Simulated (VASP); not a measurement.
HfN: single point with PBEsol

HfN:

```xyz
2
Lattice="0.0000 2.3494 2.3494 2.3494 0.0000 2.3494 2.3494 2.3494 0.0000" Properties=species:S:1:pos:R:3 pbc="T T T"
Hf    0.0000    0.0000    0.0000
N     2.3494    2.3494    2.3494
```

This cell differs from its parent crystal: strain +0.040 along x and y, +0.040 along z.

```json
{
  "Program": "VASP 6.6.1",
  "Task": "single point",
  "Functional": "PBEsol",
  "Potentials or basis": "VASP PAW PBE potentials, release 64 (Hf_pv, N)",
  "Cutoff": "520 eV",
  "k mesh": "18 × 18 × 18",
  "Occupations": "gaussian, width 0.15 eV",
  "Spin": "no spin polarisation",
  "Dipole correction": "no",
  "Further INCAR settings": "ALGO = Normal; EDIFF = 1e-06; NBANDS = 14"
}
```

| Quantity | Value |
| --- | --- |
| Pressure | -29.5 GPa |
| Band gap on the k mesh | zero (an odd number of electrons rules out a gap without spin polarisation) |

Levels at points of the mesh, in eV from the Fermi level:
```
           k point  band 6  band 7  band 8  band 9  band 10  band 11
(0.00, 0.00, 0.00)   -2.81   -2.81   -0.29   -0.29    -0.29     0.79
(0.50, 0.00, 0.00)   -5.58   -5.58    2.81    3.16     3.16     3.84
(0.50, 0.50, 0.00)   -3.54   -3.54   -3.32    3.50     4.34     4.70
```

Wall time 100 s on 1 thread of Intel Xeon 8259CL (shared host), peak memory 0.22 GiB.

Caveat: the cell differs from its parent crystal (strain +0.040 along x and y, +0.040 along z); the cell stands under tension; the PAW data sets were made with another functional, which shifts forces and pressure a little; spin-orbit coupling is left out, which moves the levels of the heavy elements.
